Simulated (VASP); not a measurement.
# TaN (R-3m) in VASP: notebook, part 2 of 2

VASP 6.6.1. The steps go on from the part before.

**3. Single point, PBE**

This run uses another cell than the first one, of the same volume but with other edges.

INCAR reads:

```
ALGO = Normal ; EDIFF = 1E-6
ENCUT = 520 ; GGA = PE
ISIF = 2 ; ISMEAR = 0
LASPH = True ; LCHARG = True
LELF = True ; LREAL = False
LVHAR = True ; LWAVE = False
NBANDS = 15 ; NELM = 100
PREC = Accurate ; SIGMA = 0.15
```

KPOINTS reads:

```
k-points
0
Gamma
  20 20 20
```

POSCAR reads:

```
TaN
1.0
    0.1132699494      2.2370814999      2.2370814999
    2.2370814999      0.1132699494      2.2370814999
    2.2370814999      2.2370814999      0.1132699494
Ta N
1 1
Direct
    0.5000000000      0.5000000000      0.5000000000
    0.0000000000      0.0000000000      0.0000000000
```

Potentials or basis: VASP PAW PBE potentials, release 64 (Ta_pv, N).

Run with:

```console
$ cat potpaw_PBE.64/Ta_pv/POTCAR potpaw_PBE.64/N/POTCAR > POTCAR
$ mpirun -np 1 vasp_std > vasp.out
```

OUTCAR:

```text
EDIFF = 1E-6
   ENCUT = 520
   GGA = PE
   ISIF = 2
   ISMEAR = 0
   LASPH = True
   LREAL = False
   NELM = 100
   PREC = Accurate

 ion  position               nearest neighbor table
   1  0.500  0.500  0.500-   2 2.18   2 2.18   2 2.18   2 2.18   2 2.18   2 2.18
   2  0.000  0.000  0.000-   1 2.18   1 2.18   1 2.18   1 2.18   1 2.18   1 2.18

  LATTYP: Found a trigonal (rhomboedric) cell.
 ALAT       =     3.1657380428
 COS(alpha) =     0.5499279885

  Lattice vectors:

 A1 = (   0.1132699494,   2.2370814999,   2.2370814999)
 A2 = (   2.2370814999,   0.1132699494,   2.2370814999)
 A3 = (   2.2370814999,   2.2370814999,   0.1132699494)

Analysis of symmetry for initial positions (statically):
=====================================================================
 Subroutine PRICEL returns:
 Original cell was already a primitive cell.

 Routine SETGRP: Setting up the symmetry group for a
 trigonal (rhombohedral) supercell.

 Subroutine GETGRP returns: Found 12 space group operations
 (whereof 12 operations were pure point group operations)
 out of a pool of 12 trial point group operations.

The static configuration has the point symmetry D_3d.

Analysis of symmetry for dynamics (positions and initial velocities):
=====================================================================
 Subroutine PRICEL returns:
 Original cell was already a primitive cell.

 Routine SETGRP: Setting up the symmetry group for a
 trigonal (rhombohedral) supercell.

 Subroutine GETGRP returns: Found 12 space group operations
 (whereof 12 operations were pure point group operations)
 out of a pool of 12 trial point group operations.

The dynamic configuration has the point symmetry D_3d.

 Subroutine INISYM returns: Found 12 space group operations
 (whereof 12 operations are pure point group operations),
 and found     1 'primitive' translations

----------------------------------------------------------------------------------------

                                     Primitive cell

  volume of cell :      20.6920

  direct lattice vectors                    reciprocal lattice vectors
     0.113269949  2.237081500  2.237081500    -0.241238767  0.229612802  0.229612802
     2.237081500  0.113269949  2.237081500     0.229612802 -0.241238767  0.229612802
     2.237081500  2.237081500  0.113269949     0.229612802  0.229612802 -0.241238767

  length of vectors
     3.165738043  3.165738043  3.165738043     0.404524684  0.404524684  0.404524684

  position of ions in fractional coordinates (direct lattice)
     0.500000000  0.500000000  0.500000000
     0.000000000  0.000000000  0.000000000

  ion indices of the primitive-cell ions
   primitive index   ion index
                 1           1
                 2           2

----------------------------------------------------------------------------------------

 KPOINTS: k-points

Automatic generation of k-mesh.
 Grid dimensions read from file:
 generate k-points for:   20   20   20

 Generating k-lattice:

  Cartesian coordinates                     Fractional coordinates (reciprocal lattice)
    -0.012061938  0.011480640  0.011480640     0.050000000  0.000000000  0.000000000
     0.011480640 -0.012061938  0.011480640     0.000000000  0.050000000  0.000000000
     0.011480640  0.011480640 -0.012061938     0.000000000  0.000000000  0.050000000

  Length of vectors
     0.020226234  0.020226234  0.020226234

  Shift w.r.t. Gamma in fractional coordinates (k-lattice)
     0.000000000  0.000000000  0.000000000

 Subroutine IBZKPT returns following result:
 ===========================================

 Found    781 irreducible k-points:

 Following reciprocal coordinates:
            Coordinates               Weight
  0.000000  0.000000  0.000000      1.000000
  0.050000  0.000000 -0.000000      6.000000
  0.100000  0.000000  0.000000      6.000000
  0.150000  0.000000  0.000000      6.000000
  0.200000  0.000000  0.000000      6.000000
  0.250000  0.000000  0.000000      6.000000
[... 16 lines left out ...]
 -0.400000  0.050000 -0.000000     12.000000
 -0.350000  0.050000  0.000000     12.000000
 [... further k-points ...]
   k-points           NKPTS =    781   k-points in BZ     NKDIM =    781   number of bands    NBANDS=     15
   number of dos      NEDOS =    301   number of ions     NIONS =      2
   total plane-waves  NPLWV =  13824
   dimension x,y,z NGX =    24 NGY =   24 NGZ =   24
   dimension x,y,z NGXF=    48 NGYF=   48 NGZF=   48
   ions per type =               1   1
   NGX,Y,Z   is equivalent  to a cutoff of  12.60, 12.60, 12.60 a.u.
   NGXF,Y,Z  is equivalent  to a cutoff of  25.21, 25.21, 25.21 a.u.
 SYSTEM =  unknown system
   PREC   = accura    normal or accurate (medium, high low for compatibility)
   ISTART =      0    job   : 0-new  1-cont  2-samecut
   ICHARG =      2    charge: 1-file 2-atom 10-const
   ISPIN  =      1    spin polarized calculation?
   LNONCOLLINEAR =      F non collinear calculations
   LSORBIT =      F    spin-orbit coupling
   LASPH  =      T    aspherical Exc in radial PAW
   ENCUT  =  520.0 eV  38.22 Ry    6.18 a.u.   5.89  5.89  5.89*2*pi/ulx,y,z
   NELM   =    100;   NELMIN=  2; NELMDL= -5     # of ELM steps
   EDIFF  = 0.1E-05   stopping-criterion for ELM
   LREAL  =      F    real-space projection
   EDIFFG = 0.1E-04   stopping-criterion for IOM
   NSW    =      0    number of steps for IOM
   IBRION =     -1    ionic relax: 0-MD 1-quasi-New 2-CG
   NFREE  =      0    steps in history (QN), initial steepest desc. (CG)
   ISIF   =      2    stress and relaxation
   ISYM   =      2    0-nonsym 1-usesym 2-fastsym
   POTIM  = 0.5000    time-step for ionic-motion
   TEBEG  =    0.0;   TEEND  =   0.0 temperature during run
   PSTRESS=    0.0 pullay stress
   NELECT =      16.0000    total number of electrons
   NUPDOWN=      -1.0000    fix difference up-down
   EMIN   =  10.00;   EMAX   =-10.00  energy-range for DOS
   EFERMI =   0.00;   METHOD = LEGACY
   ISMEAR =     0;   SIGMA  =   0.15  broadening in eV -4-tet -1-fermi 0-gaus
   EFERMI_NEDOS =   21; number of points for ismear=-14 and -15
   IALGO  =     38    algorithm
   IMIX   =      4    mixing-type and parameters
     AMIX     =   0.40;   BMIX     =  1.00
     AMIX_MAG =   1.60;   BMIX_MAG =  1.00
  volume/ion in A,a.u.               =      10.35        69.82
  Fermi-wavevector in a.u.,A,eV,Ry     =   1.502615  2.839530 30.719922  2.257851
  Thomas-Fermi vector in A             =   2.613832
   LORBIT       =      0    0 simple, 1 ext, 2 COOP (PROOUT), +10 PAW based schemes
   GGA     = PE    functional components
   LHFCALC =     F    Hartree Fock is set to
   AEXX    =    0.0000 exact exchange contribution
   IVDW    =     0    specifies the selected vdW correction
   LEPSILON=     F    determine dielectric tensor
   LRPA    =     F    only Hartree local field effects (RPA)
 non-spin polarized calculation
 Gauss-broadening in eV      SIGMA  =   0.15
  energy-cutoff  :      520.00
  volume of cell :       20.69
 maximum number of plane-waves:       583
   NGX = 11   NGY = 11   NGZ = 11

 number of electron      15.9999997 magnetization

 Free energy of the ion-electron system (eV)
  ---------------------------------------------------
  ext. energy  EPLUGINS =         0.00000000
  ---------------------------------------------------
  free energy    TOTEN  =       -21.75774660 eV

  energy without entropy =      -21.74843262  energy(sigma->0) =      -21.75308961

 E-fermi :   9.7845     XC(G=0): -13.5894

 val. band max:        9.7842618351   @ k =   0.2500   0.2000   0.1000
 cond. band min:       9.7864130971   @ k =  -0.4000   0.2500   0.1500
 fundamental gap:      0.0021512620
 Fermi energy:         9.7845471383

 k-point     1 :       0.0000    0.0000    0.0000
  band No.  band energies     occupation
      1     -26.0013      2.00000
      2     -25.8079      2.00000
      3     -25.8079      2.00000
      4      -9.2178      2.00000
      5       5.6741      2.00000
      6       6.1568      2.00000
      7       6.1568      2.00000
      8       6.7854      2.00000
      9       8.0234      2.00000
     10       8.0234      2.00000
     11      10.0336      0.01889
     12      10.0336      0.01889
     13      11.7810      0.00000
     14      19.3529      0.00000
[... 401 lines left out ...]
      2     -26.0336      2.00000
      3     -25.9441      2.00000
      4      -6.6693      2.00000
      5       0.2741      2.00000
      6       1.9814      2.00000
      7       2.8306      2.00000
      8       9.6176      1.88452
      9      10.6351      0.00000
     10      12.0470      0.00000
     11      14.9824      0.00000
     12      16.0038      0.00000
     13      16.9004      0.00000
     14      22.1627      0.00000
     15      22.4583      0.00000

 [... further k-points ...]
[... 5 lines left out ...]
  --------------------------------------------------------------------------------------
  -------------------------------------------------------------------------------------
  Total        2.0505232      2.0505232      2.0505232     -0.3668466     -0.3668466     -0.3668466
  in kB      158.7718803    158.7718803    158.7718803    -28.4049058    -28.4049058    -28.4049058
  external PRESSURE =     158.7718803 kB  Pullay stress =       0.0000000 kB

 VOLUME and BASIS-vectors are now :
 -----------------------------------------------------------------------------
  energy-cutoff  :      520.00
  volume of cell :       20.69
      direct lattice vectors                 reciprocal lattice vectors
     0.113269949  2.237081500  2.237081500    -0.241238767  0.229612802  0.229612802
     2.237081500  0.113269949  2.237081500     0.229612802 -0.241238767  0.229612802
     2.237081500  2.237081500  0.113269949     0.229612802  0.229612802 -0.241238767

 POSITION                                       TOTAL-FORCE (eV/Angst)
 -----------------------------------------------------------------------------------
      2.29372      2.29372      2.29372         0.000000     -0.000000     -0.000000
      0.00000      0.00000      0.00000        -0.000000      0.000000      0.000000
 -----------------------------------------------------------------------------------
    total drift:                                0.000000     -0.000000     -0.000000

  FREE ENERGIE OF THE ION-ELECTRON SYSTEM (eV)
  ---------------------------------------------------
  free  energy   TOTEN  =       -21.7577465991 eV

  energy  without entropy=      -21.7484326214  energy(sigma->0) =      -21.75308961
```

Run time: 67 s. Hardware: 1 thread of Intel Xeon 6975P-C (Granite Rapids), shared host; peak memory 0.35 GiB.

Results:

```
Free energy            : -21.7577 eV
Pressure               : 15.9 GPa
Band gap on the k mesh : zero (band 8 reaches 11.43 eV, above the bottom of band 9 at 8.02 eV)
```

Stress tensor (GPa, compression positive):
```
15.88 -2.84 -2.84
-2.84 15.88 -2.84
-2.84 -2.84 15.88
```

Caveat: spin-orbit coupling is left out, which moves the levels of the heavy elements.

**4. Single point, PBE**

This run uses another cell than the first one, of the same volume but with other edges.

INCAR reads:

```
SYSTEM = TaN
PREC = Accurate
ENCUT = 520
EDIFF = 1E-6
ISMEAR = 0
SIGMA = 0.15
LREAL = .False.
LASPH = .True.
NELM = 80
ALGO = Normal
ISIF = 2
LWAVE = .False.
LCHARG = .True.
GGA = PE
LELF = .True.
LVHAR = .True.
NBANDS = 15
```

KPOINTS reads:

```
Automatic mesh
0
Gamma
  20 20 20
  0 0 0
```

POSCAR reads:

```
TaN
1.0
    1.1529822974      2.8824557435      2.8824557435
    2.8824557435      1.1529822974      2.8824557435
    2.8824557435      2.8824557435      1.1529822974
Ta N
1 1
Direct
    0.5000000000      0.5000000000      0.5000000000
    0.0000000000      0.0000000000      0.0000000000
```

Run with:

```console
$ cat potpaw_PBE.64/Ta_pv/POTCAR potpaw_PBE.64/N/POTCAR > POTCAR
$ mpirun -np 1 vasp_std > vasp.out
```

Run time: 3.9 min. Hardware: 1 thread of AMD EPYC 9R45 (Zen 5), shared host; peak memory 0.35 GiB.

It converged, with:

```
Free energy            : -15.9098 eV
Pressure               : 61.4 GPa
Band gap on the k mesh : zero (band 8 reaches 8.73 eV, above the bottom of band 9 at 6.87 eV)
```

Stress tensor (GPa, compression positive):
```
 61.37 -69.17 -69.17
-69.17  61.37 -69.17
-69.17 -69.17  61.37
```

Levels at points of the mesh, in eV from the Fermi level:
```
           k point  band 6  band 7  band 8  band 9  band 10  band 11
(0.00, 0.00, 0.00)   -4.69    0.14    0.14    1.85     1.85     4.48
(0.50, 0.00, 0.00)   -7.56   -4.63   -0.69    3.75     5.98     7.27
(0.50, 0.50, 0.00)   -5.65   -2.83   -2.02    0.30     3.16     4.00
(0.50, 0.50, 0.50)   -4.45   -0.33   -0.33    2.26     2.26     7.03
```

Caveat: spin-orbit coupling is left out, which moves the levels of the heavy elements.

**5. Single point, PBE**

This run uses another cell than the first one, of the same volume but with other edges.

INCAR reads:

```
SYSTEM = TaN
PREC     = Accurate       ! precision mode
ENCUT    = 520            ! plane-wave cutoff, eV
EDIFF    = 1E-6           ! SCF threshold, eV
ISMEAR   = 0              ! smearing method
SIGMA    = 0.15           ! smearing width, eV
LREAL    = .False.        ! projectors in reciprocal space
LASPH    = .True.         ! aspherical terms in the spheres
NELM     = 60             ! most SCF steps
ALGO     = Normal         ! electronic algorithm
ISIF     = 2              ! what is computed and relaxed
LWAVE    = .False.        ! write WAVECAR
LCHARG   = .False.        ! write CHGCAR
GGA      = PE             ! functional
NBANDS   = 15             ! bands
```

KPOINTS is that of step 4.

POSCAR reads:

```
TaN
1.0
   -0.4722201551      1.9702978885      1.9702978885
    1.9702978885     -0.4722201551      1.9702978885
    1.9702978885      1.9702978885     -0.4722201551
Ta N
1 1
Direct
    0.5000000000      0.5000000000      0.5000000000
    0.0000000000      0.0000000000      0.0000000000
```

Run with:

```console
$ cat potpaw_PBE.64/Ta_pv/POTCAR potpaw_PBE.64/N/POTCAR > POTCAR
$ mpirun -np 1 vasp_std > vasp.out
```

Wall time 2.9 min (1 thread of AMD EPYC 9R45 (Zen 5), shared host); peak memory 0.31 GiB.

The run converged. Its results:

| Quantity | Value |
| --- | --- |
| Free energy | -21.0385 eV |
| Pressure | 14.2 GPa |
| Band gap on the k mesh | zero (band 8 reaches 12.88 eV, above the bottom of band 9 at 6.19 eV) |

Stress tensor (GPa, compression positive):
```
14.20 11.24 11.24
11.24 14.20 11.24
11.24 11.24 14.20
```

Levels at points of the mesh, in eV from the Fermi level:
| k point | band 4 | band 5 | band 6 | band 7 | band 8 | band 9 | band 10 | band 11 | band 12 | band 13 |
| --- | --- | --- | --- | --- | --- | --- | --- | --- | --- | --- |
| (0.00, 0.00, 0.00) | -18.16 | -3.67 | -3.67 | -2.98 | -2.98 | -2.05 | 0.36 | 2.18 | 2.18 | 5.58 |
| (0.50, 0.00, 0.00) | -15.22 | -9.79 | -6.87 | -4.02 | -0.88 | 0.49 | 5.81 | 6.23 | 6.75 | 7.92 |
| (0.50, 0.50, 0.00) | -16.48 | -6.00 | -4.75 | -4.63 | -2.50 | 1.55 | 1.82 | 3.99 | 5.97 | 10.51 |
| (0.50, 0.50, 0.50) | -14.29 | -9.34 | -8.39 | -8.39 | 3.75 | 4.76 | 5.43 | 5.43 | 8.62 | 8.62 |

Caveat: spin-orbit coupling is left out, which moves the levels of the heavy elements.

**6. Single point, PBE**

This run uses another cell than the first one, of the same volume but with other edges.

INCAR reads:

```
SYSTEM = TaN
PREC = Accurate ; ENCUT = 520
EDIFF = 1E-6 ; ISMEAR = 0
SIGMA = 0.15 ; LREAL = .FALSE.
LASPH = .TRUE. ; NELM = 80
ALGO = Normal ; ISIF = 2
LWAVE = .FALSE. ; LCHARG = .TRUE.
GGA = PE ; LELF = .TRUE.
LVHAR = .TRUE. ; NBANDS = 15
```

KPOINTS reads:

```
regular mesh
0
G
  20 20 20
  0 0 0
```

POSCAR reads:

```
TaN
1.0
    0.5311413630      2.4743414714      2.4743414714
    2.4743414714      0.5311413630      2.4743414714
    2.4743414714      2.4743414714      0.5311413630
Ta N
1 1
Direct
    0.5000000000      0.5000000000      0.5000000000
    0.0000000000      0.0000000000      0.0000000000
```

Potentials or basis: VASP PAW PBE potentials, release 64 (Ta_pv, N).

Run with:

```console
$ cat potpaw_PBE.64/Ta_pv/POTCAR potpaw_PBE.64/N/POTCAR > POTCAR
$ mpirun -np 1 vasp_std > vasp.out
```

It took 4.5 min on 1 thread of AMD EPYC 9R45 (Zen 5), shared host; peak memory 0.32 GiB.

It converged, with:

```yaml
Free_energy: -20.9908 eV
Pressure: 19.4 GPa
Band_gap_on_the_k_mesh: zero (band 8 reaches 9.16 eV, above the bottom of band 9 at 7.85 eV)
```

Stress tensor (GPa, compression positive):
```
 19.41 -27.66 -27.66
-27.66  19.41 -27.66
-27.66 -27.66  19.41
```

Levels at points of the mesh, in eV from the Fermi level:
| k point | band 5 | band 6 | band 7 | band 8 | band 9 | band 10 | band 11 | band 12 |
| --- | --- | --- | --- | --- | --- | --- | --- | --- |
| (0.00, 0.00, 0.00) | -4.59 | -3.43 | -0.62 | -0.62 | -0.22 | -0.22 | 3.28 | 3.28 |
| (0.50, 0.00, 0.00) | -8.60 | -7.73 | -4.06 | -1.58 | 5.77 | 6.50 | 7.17 | 8.29 |
| (0.50, 0.50, 0.00) | -5.32 | -4.85 | -3.32 | -1.63 | 2.51 | 2.96 | 4.45 | 6.95 |
| (0.50, 0.50, 0.50) | -9.33 | -3.33 | -3.33 | -0.05 | 2.08 | 2.08 | 6.93 | 6.93 |

Caveat: spin-orbit coupling is left out, which moves the levels of the heavy elements.

**7. Overview**

```csv
cell,gap on the mesh (eV),pressure (GPa)
"a = 3.011 Å, angles 63.2°, 2 atoms",none,15.8
"a = 3.166 Å, angles 56.6°, 2 atoms",none,15.9
"a = 4.236 Å, angles 33.6°, 2 atoms",none,61.4
"a = 2.826 Å, angles 75.3°, 2 atoms",none,14.2
"a = 3.539 Å, angles 45.7°, 2 atoms",none,19.4
```

Alike in all rows: task single point; level PBE; potentials or basis VASP PAW PBE potentials, release 64 (Ta_pv, N); no spin polarisation; k mesh 20 × 20 × 20; cutoff (eV) 520; smearing gaussian 0.15 eV.

Caveats: spin-orbit coupling is left out, which moves the levels of the heavy elements.

Absolute energies hang on the potentials; compare differences alone.
